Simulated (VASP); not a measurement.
# YBeCl5 (P4/mmm) in VASP: further runs

YBeCl5 is run at these levels: PBEsol, r2SCAN+rVV10; tasks: single point.

Program: VASP 6.6.1. These are calculated values, not measurements. Logs are shortened: lines on timing, memory, paths and dates and some standing lists are left out, and cuts for length are marked.

## Step 1: The cell of the first run

The structure is tetragonal, space group P4/mmm (No. 123). The conventional cell has a = 4.304 Å, b = 4.304 Å, c = 7.015 Å, α = 90.00°, β = 90.00°, γ = 90.00°. Within 3.9 Å of Y (site symmetry 4/mmm) lie 12 Cl at 2.98 to 3.04 Å. Within 3.4 Å of Be (site symmetry 4/mmm) lie 8 Cl at 2.60 Å. Within 3.4 Å of Cl (site symmetry 2mm) lie 2 Be at 2.60 Å and 7 Cl at 2.90 to 3.04 Å and 2 Y at 2.98 Å. Cl (site symmetry 4/mmm) has 8 Cl at 2.98 Å and 4 Y at 3.04 Å and 2 Be at 3.51 Å within 3.9 Å.

## Step 2: Single point, PBEsol

Input file INCAR:

```
PREC     = Accurate       # precision mode
ENCUT    = 520            # plane-wave cutoff, eV
EDIFF    = 1E-6           # SCF threshold, eV
ISMEAR   = -1             # smearing method
SIGMA    = 0.03           # smearing width, eV
LREAL    = F              # projectors in reciprocal space
LASPH    = T              # aspherical terms in the spheres
NELM     = 80             # most SCF steps
ALGO     = Normal         # electronic algorithm
ISIF     = 2              # what is computed and relaxed
LWAVE    = F              # write WAVECAR
LCHARG   = T              # write CHGCAR
GGA      = PS             # functional
LELF     = T              # ELF
LVHAR    = T            
NBANDS   = 33             # bands
```

Input file KPOINTS:

```
regular mesh
0
Gamma
  4 4 4
```

Input file POSCAR:

```
YBeCl5
1.0
    4.3036918324      0.0000000000      0.0000000000
    0.0000000000      4.3036918324      0.0000000000
    0.0000000000      0.0000000000      7.0145057268
Y Be Cl
1 1 5
Direct
    0.5000000000      0.5000000000      0.0000000000
    0.0000000000      0.0000000000      0.5000000000
    0.0000000000      0.5000000000      0.2930432406
    0.0000000000      0.5000000000      0.7069567594
    0.5000000000      0.0000000000      0.2930432406
    0.5000000000      0.0000000000      0.7069567594
    0.0000000000      0.0000000000      0.0000000000
```

Potentials or basis: VASP PAW PBE potentials, release 64 (Y_sv, Be, Cl).

The run is started by

```console
$ cat potpaw_PBE.64/Y_sv/POTCAR potpaw_PBE.64/Be/POTCAR potpaw_PBE.64/Cl/POTCAR > POTCAR
$ mpirun -np 1 vasp_std > vasp.out
```

OUTCAR:

```text
PREC = Accurate
   ENCUT = 520
   EDIFF = 1E-6
   ISMEAR = -1
   LREAL = F
   LASPH = T
   NELM = 80
   ISIF = 2
   GGA = PS

 ion  position               nearest neighbor table
   1  0.500  0.500  0.000-   3 2.98   4 2.98   5 2.98   6 2.98   5 2.98   6 2.98   3 2.98   4 2.98
                             7 3.04   7 3.04   7 3.04   7 3.04
   2  0.000  0.000  0.500-
   3  0.000  0.500  0.293-   1 2.98   1 2.98
   4  0.000  0.500  0.707-   1 2.98   1 2.98
   5  0.500  0.000  0.293-   1 2.98   1 2.98
   6  0.500  0.000  0.707-   1 2.98   1 2.98
   7  0.000  0.000  0.000-   1 3.04   1 3.04   1 3.04   1 3.04

  LATTYP: Found a simple tetragonal cell.
 ALAT       =     4.3036918324
 C/A-ratio  =     1.6298810417

  Lattice vectors:

 A1 = (   4.3036918324,   0.0000000000,   0.0000000000)
 A2 = (   0.0000000000,   4.3036918324,   0.0000000000)
 A3 = (   0.0000000000,   0.0000000000,   7.0145057268)

Analysis of symmetry for initial positions (statically):
=====================================================================
 Subroutine PRICEL returns:
 Original cell was already a primitive cell.

 Routine SETGRP: Setting up the symmetry group for a
 simple tetragonal supercell.

 Subroutine GETGRP returns: Found 16 space group operations
 (whereof 16 operations were pure point group operations)
 out of a pool of 16 trial point group operations.

The static configuration has the point symmetry D_4h.

Analysis of symmetry for dynamics (positions and initial velocities):
=====================================================================
 Subroutine PRICEL returns:
 Original cell was already a primitive cell.

 Routine SETGRP: Setting up the symmetry group for a
 simple tetragonal supercell.

 Subroutine GETGRP returns: Found 16 space group operations
 (whereof 16 operations were pure point group operations)
 out of a pool of 16 trial point group operations.

The dynamic configuration has the point symmetry D_4h.

 Subroutine INISYM returns: Found 16 space group operations
 (whereof 16 operations are pure point group operations),
 and found     1 'primitive' translations

----------------------------------------------------------------------------------------

                                     Primitive cell

  volume of cell :     129.9210

  direct lattice vectors                    reciprocal lattice vectors
     4.303691832  0.000000000  0.000000000     0.232358644  0.000000000  0.000000000
     0.000000000  4.303691832  0.000000000     0.000000000  0.232358644  0.000000000
     0.000000000  0.000000000  7.014505727     0.000000000  0.000000000  0.142561720

  length of vectors
     4.303691832  4.303691832  7.014505727     0.232358644  0.232358644  0.142561720

  position of ions in fractional coordinates (direct lattice)
     0.500000000  0.500000000  0.000000000
     0.000000000  0.000000000  0.500000000
     0.000000000  0.500000000  0.293043241
     0.000000000  0.500000000  0.706956759
     0.500000000  0.000000000  0.293043241
     0.500000000  0.000000000  0.706956759
     0.000000000  0.000000000  0.000000000

  ion indices of the primitive-cell ions
   primitive index   ion index
                 1           1
                 2           2
                 3           3
                 4           4
                 5           5
                 6           6
                 7           7

----------------------------------------------------------------------------------------

 KPOINTS: regular mesh

Automatic generation of k-mesh.
 Grid dimensions read from file:
 generate k-points for:    4    4    4

 Generating k-lattice:

  Cartesian coordinates                     Fractional coordinates (reciprocal lattice)
     0.058089661  0.000000000  0.000000000     0.250000000  0.000000000  0.000000000
     0.000000000  0.058089661  0.000000000     0.000000000  0.250000000  0.000000000
     0.000000000  0.000000000  0.035640430     0.000000000  0.000000000  0.250000000

  Length of vectors
     0.058089661  0.058089661  0.035640430

  Shift w.r.t. Gamma in fractional coordinates (k-lattice)
     0.000000000  0.000000000  0.000000000

 Subroutine IBZKPT returns following result:
 ===========================================

 Found     18 irreducible k-points:

 Following reciprocal coordinates:
            Coordinates               Weight
  0.000000  0.000000  0.000000      1.000000
  0.250000  0.000000  0.000000      4.000000
  0.500000  0.000000  0.000000      2.000000
  0.250000  0.250000  0.000000      4.000000
  0.500000  0.250000  0.000000      4.000000
  0.500000  0.500000  0.000000      1.000000
[... 10 lines left out ...]
  0.500000  0.250000  0.500000      4.000000
  0.500000  0.500000  0.500000      1.000000
   k-points           NKPTS =     18   k-points in BZ     NKDIM =     18   number of bands    NBANDS=     33
   number of dos      NEDOS =    301   number of ions     NIONS =      7
   total plane-waves  NPLWV =  55296
   dimension x,y,z NGX =    32 NGY =   32 NGZ =   54
   dimension x,y,z NGXF=    64 NGYF=   64 NGZF=  108
   ions per type =               1   1   5
   NGX,Y,Z   is equivalent  to a cutoff of  12.36, 12.36, 12.80 a.u.
   NGXF,Y,Z  is equivalent  to a cutoff of  24.72, 24.72, 25.60 a.u.
 SYSTEM =  unknown system
   PREC   = accura    normal or accurate (medium, high low for compatibility)
   ISTART =      0    job   : 0-new  1-cont  2-samecut
   ICHARG =      2    charge: 1-file 2-atom 10-const
   ISPIN  =      1    spin polarized calculation?
   LNONCOLLINEAR =      F non collinear calculations
   LSORBIT =      F    spin-orbit coupling
   LASPH  =      T    aspherical Exc in radial PAW
   ENCUT  =  520.0 eV  38.22 Ry    6.18 a.u.   8.00  8.00 13.04*2*pi/ulx,y,z
   NELM   =     80;   NELMIN=  2; NELMDL= -5     # of ELM steps
   EDIFF  = 0.1E-05   stopping-criterion for ELM
   LREAL  =      F    real-space projection
   EDIFFG = 0.1E-04   stopping-criterion for IOM
   NSW    =      0    number of steps for IOM
   IBRION =     -1    ionic relax: 0-MD 1-quasi-New 2-CG
   NFREE  =      0    steps in history (QN), initial steepest desc. (CG)
   ISIF   =      2    stress and relaxation
   ISYM   =      2    0-nonsym 1-usesym 2-fastsym
   POTIM  = 0.5000    time-step for ionic-motion
   TEBEG  =    0.0;   TEEND  =   0.0 temperature during run
   PSTRESS=    0.0 pullay stress
   NELECT =      48.0000    total number of electrons
   NUPDOWN=      -1.0000    fix difference up-down
   EMIN   =  10.00;   EMAX   =-10.00  energy-range for DOS
   EFERMI =   0.00;   METHOD = LEGACY
   ISMEAR =    -1;   SIGMA  =   0.03  broadening in eV -4-tet -1-fermi 0-gaus
   EFERMI_NEDOS =   21; number of points for ismear=-14 and -15
   IALGO  =     38    algorithm
   IMIX   =      4    mixing-type and parameters
     AMIX     =   0.40;   BMIX     =  1.00
     AMIX_MAG =   1.60;   BMIX_MAG =  1.00
  volume/ion in A,a.u.               =      18.56       125.25
  Fermi-wavevector in a.u.,A,eV,Ry     =   1.174705  2.219870 18.775109  1.379932
  Thomas-Fermi vector in A             =   2.311098
   LORBIT       =      0    0 simple, 1 ext, 2 COOP (PROOUT), +10 PAW based schemes
   GGA     = PS    functional components
   LHFCALC =     F    Hartree Fock is set to
   AEXX    =    0.0000 exact exchange contribution
   IVDW    =     0    specifies the selected vdW correction
   LEPSILON=     F    determine dielectric tensor
   LRPA    =     F    only Hartree local field effects (RPA)
 non-spin polarized calculation
  energy-cutoff  :      520.00
  volume of cell :      129.92
 maximum number of plane-waves:      3528
   NGX = 17   NGY = 17   NGZ = 27

 number of electron      48.0000004 magnetization

 Free energy of the ion-electron system (eV)
  ---------------------------------------------------
  ext. energy  EPLUGINS =         0.00000000
  ---------------------------------------------------
  free energy    TOTEN  =       -29.25635744 eV

  energy without entropy =      -29.25635744  energy(sigma->0) =      -29.25635744

 E-fermi :   4.7793     XC(G=0): -10.1678

 val. band max:        3.9982331378   @ k =   0.5000   0.0000   0.0000
 cond. band min:       5.9239286864   @ k =   0.0000   0.0000   0.0000
 fundamental gap:      1.9256955486
 Fermi energy:         4.7793213040

 k-point     1 :       0.0000    0.0000    0.0000
  band No.  band energies     occupation
      1     -38.9544      2.00000
      2     -18.8632      2.00000
      3     -18.8533      2.00000
      4     -18.8533      2.00000
      5     -11.9570      2.00000
      6     -10.8605      2.00000
[... 25 lines left out ...]
     32       8.7924      0.00000
     33       9.5895      0.00000

 k-point     2 :       0.2500    0.0000    0.0000
  band No.  band energies     occupation
      1     -38.9534      2.00000
      2     -18.8932      2.00000
      3     -18.8551      2.00000
      4     -18.8499      2.00000
      5     -11.6773      2.00000
      6     -10.6754      2.00000
[... 25 lines left out ...]
     32       9.4777      0.00000
     33       9.7631      0.00000

 k-point     3 :       0.5000    0.0000    0.0000
  band No.  band energies     occupation
      1     -38.9524      2.00000
      2     -18.9324      2.00000
      3     -18.8470      2.00000
      4     -18.8465      2.00000
      5     -11.1112      2.00000
      6     -10.8043      2.00000
[... 25 lines left out ...]
     32      10.4771      0.00000
     33      10.6614      0.00000

 k-point     4 :       0.2500    0.2500    0.0000
  band No.  band energies     occupation
      1     -38.9524      2.00000
      2     -18.8901      2.00000
      3     -18.8830      2.00000
      4     -18.8473      2.00000
      5     -11.4384      2.00000
      6     -10.5266      2.00000
[... 25 lines left out ...]
     32       9.6947      0.00000
     33       9.9870      0.00000

 k-point     5 :       0.5000    0.2500    0.0000
  band No.  band energies     occupation
      1     -38.9514      2.00000
      2     -18.9226      2.00000
      3     -18.8798      2.00000
      4     -18.8395      2.00000
      5     -10.9545      2.00000
      6     -10.7292      2.00000
[... 388 lines left out ...]
 k-point    16 :       0.2500    0.2500    0.5000
  band No.  band energies     occupation
      1     -38.9524      2.00000
      2     -18.8899      2.00000
      3     -18.8829      2.00000
      4     -18.8477      2.00000
      5     -11.1080      2.00000
      6     -11.0877      2.00000
[... 25 lines left out ...]
     32      10.0580      0.00000
     33      10.2969      0.00000

 k-point    17 :       0.5000    0.2500    0.5000
  band No.  band energies     occupation
      1     -38.9514      2.00000
      2     -18.9224      2.00000
      3     -18.8797      2.00000
      4     -18.8397      2.00000
      5     -10.7361      2.00000
      6     -10.6819      2.00000
[... 25 lines left out ...]
     32      10.1935      0.00000
     33      10.3283      0.00000

 k-point    18 :       0.5000    0.5000    0.5000
  band No.  band energies     occupation
      1     -38.9504      2.00000
      2     -18.9125      2.00000
      3     -18.9125      2.00000
      4     -18.8320      2.00000
      5     -10.6756      2.00000
      6     -10.6756      2.00000
[... 25 lines left out ...]
     32      10.3800      0.00000
     33      10.4657      0.00000

------------------------ aborting loop because EDIFF is reached ----------------------------------------

  FORCE on cell =-STRESS in cart. coord.  units (eV):
  Direction    XX          YY          ZZ          XY          YZ          ZX
  --------------------------------------------------------------------------------------
  -------------------------------------------------------------------------------------
  Total       -0.0144326     -0.0144326     -0.0099995      0.0000000      0.0000000      0.0000000
  in kB       -0.1779818     -0.1779818     -0.1233126      0.0000000      0.0000000      0.0000000
  external PRESSURE =      -0.1597587 kB  Pullay stress =       0.0000000 kB

 VOLUME and BASIS-vectors are now :
 -----------------------------------------------------------------------------
  energy-cutoff  :      520.00
  volume of cell :      129.92
      direct lattice vectors                 reciprocal lattice vectors
     4.303691832  0.000000000  0.000000000     0.232358644  0.000000000  0.000000000
     0.000000000  4.303691832  0.000000000     0.000000000  0.232358644  0.000000000
     0.000000000  0.000000000  7.014505727     0.000000000  0.000000000  0.142561720

 POSITION                                       TOTAL-FORCE (eV/Angst)
 -----------------------------------------------------------------------------------
      2.15185      2.15185      0.00000         0.000000      0.000000     -0.000000
      0.00000      0.00000      3.50725         0.000000      0.000000     -0.000000
      0.00000      2.15185      2.05555         0.000000     -0.000000      0.003604
      0.00000      2.15185      4.95895        -0.000000     -0.000000     -0.003604
      2.15185      0.00000      2.05555         0.000000      0.000000      0.003604
      2.15185      0.00000      4.95895        -0.000000      0.000000     -0.003604
      0.00000      0.00000      0.00000         0.000000      0.000000     -0.000000
 -----------------------------------------------------------------------------------
    total drift:                                0.000000     -0.000000     -0.000000

  FREE ENERGIE OF THE ION-ELECTRON SYSTEM (eV)
  ---------------------------------------------------
  free  energy   TOTEN  =       -29.2563574361 eV

  energy  without entropy=      -29.2563574361  energy(sigma->0) =      -29.25635744
```

It took 79 s on 1 thread of Intel Xeon 6975P-C, shared host; peak memory 0.28 GiB.

Results:

| Item | Value |
| --- | --- |
| Free energy | -29.2564 eV |
| Pressure | 0.0 GPa |
| Largest force | 0.004 eV/Å |
| Band gap on the k mesh | 1.93 eV, indirect (least direct gap 2.65 eV) |

Forces on the atoms (eV/Å):
```
Y    0.000  0.000  0.000
Be   0.000  0.000  0.000
Cl   0.000  0.000  0.004
Cl   0.000  0.000 -0.004
Cl   0.000  0.000  0.004
Cl   0.000  0.000 -0.004
Cl   0.000  0.000  0.000
```

Levels at points of the mesh, in eV from the valence-band top:
```tsv
k point	band 21	band 22	band 23	band 24	band 25	band 26	band 27	band 28
(0.00, 0.00, 0.00)	-0.95	-0.83	-0.83	-0.72	1.93	2.53	2.76	2.87
(0.50, 0.00, 0.00)	-2.20	-1.93	-1.58	0.00	3.31	3.70	4.12	4.24
(0.50, 0.50, 0.00)	-0.64	-0.59	-0.16	-0.16	2.49	3.33	4.18	4.27
(0.00, 0.00, 0.50)	-1.34	-1.34	-0.45	-0.45	2.44	2.54	3.07	3.25
(0.50, 0.00, 0.50)	-1.75	-1.36	-0.61	-0.44	3.86	3.89	3.96	4.22
(0.50, 0.50, 0.50)	-0.41	-0.22	-0.22	-0.21	3.20	3.39	3.84	3.84
```

Caveat: the PAW data sets were made with another functional, which shifts forces and pressure a little. A k mesh can miss the band edges.

## Step 3: Single point, r2SCAN+rVV10

This run uses another cell than the first one, of 19.11 Å³/atom, 1.030 times its volume.

Input file POSCAR:

```
YBeCl5
1.0
    4.3407864568      0.0000000000      0.0000000000
    0.0000000000      4.3407864568      0.0000000000
    0.0000000000      0.0000000000      7.0986664602
Y Be Cl
1 1 5
Direct
    0.5000000000      0.5000000000      0.0000000000
    0.0000000000      0.0000000000      0.5000000000
    0.0000000000      0.5000000000      0.2936189848
    0.0000000000      0.5000000000      0.7063810152
    0.5000000000      0.0000000000      0.2936189848
    0.5000000000      0.0000000000      0.7063810152
    0.0000000000      0.0000000000      0.0000000000
```

Input file INCAR.step1:

```
PREC = Accurate
ENCUT = 520
ISMEAR = -1
SIGMA = 0.03
LREAL = False
LASPH = True
NELM = 100
NBANDS = 33
GGA = PE
ALGO = Normal
EDIFF = 1E-4
LWAVE = True
LCHARG = False
```

Input file INCAR.step2:

```
PREC = Accurate
ENCUT = 520
EDIFF = 1E-6
ISMEAR = -1
SIGMA = 0.03
LREAL = False
LASPH = True
NELM = 100
ALGO = Normal
ISIF = 2
LWAVE = False
LCHARG = True
METAGGA = R2SCAN
LMIXTAU = True
LUSE_VDW = True
IVDW_NL = 2
BPARAM = 11.95
CPARAM = 0.0093
LELF = True
LVHAR = True
NBANDS = 33
ISTART = 1
```

Input file KPOINTS:

```
Automatic mesh
0
Gamma
  6 6 4
```

Potentials or basis: VASP PAW PBE potentials, release 64 (Y_sv, Be, Cl).

The run is started by

```console
$ cat potpaw_PBE.64/Y_sv/POTCAR potpaw_PBE.64/Be/POTCAR potpaw_PBE.64/Cl/POTCAR > POTCAR
$ cp INCAR.step1 INCAR
$ mpirun -np 1 vasp_std > vasp.out
$ cp INCAR.step2 INCAR
$ mpirun -np 1 vasp_std > vasp.out
```

It took 8 min on 1 thread of Intel Xeon 6975P-C, shared host; peak memory 0.52 GiB.

Results (log left out):

```yaml
Free_energy: -63.5388 eV
Pressure: -0.1 GPa
Largest_force: 0.004 eV/Å
Band_gap_on_the_k_mesh: 2.46 eV, indirect (least direct gap 3.13 eV)
```

Forces on the atoms (eV/Å):
```
Y    0.000  0.000  0.000
Be   0.000  0.000  0.000
Cl   0.000  0.000  0.004
Cl   0.000  0.000 -0.004
Cl   0.000  0.000  0.004
Cl   0.000  0.000 -0.004
Cl   0.000  0.000  0.000
```

Levels at points of the mesh, in eV from the valence-band top:
| k point | band 22 | band 23 | band 24 | band 25 | band 26 | band 27 |
| --- | --- | --- | --- | --- | --- | --- |
| (0.00, 0.00, 0.00) | -0.81 | -0.81 | -0.66 | 2.46 | 3.00 | 3.28 |
| (0.50, 0.00, 0.00) | -1.89 | -1.58 | 0.00 | 3.72 | 4.25 | 4.47 |
| (0.50, 0.50, 0.00) | -0.59 | -0.17 | -0.15 | 3.01 | 3.82 | 4.48 |
| (0.00, 0.00, 0.50) | -1.31 | -0.47 | -0.47 | 2.91 | 3.01 | 3.57 |
| (0.50, 0.00, 0.50) | -1.36 | -0.59 | -0.45 | 4.22 | 4.24 | 4.46 |
| (0.50, 0.50, 0.50) | -0.26 | -0.26 | -0.20 | 3.64 | 3.84 | 4.26 |

Caveat: the PAW data sets were made with another functional, which shifts forces and pressure a little. r2SCAN opens gaps a little over a GGA but as a rule still falls short of measured ones.
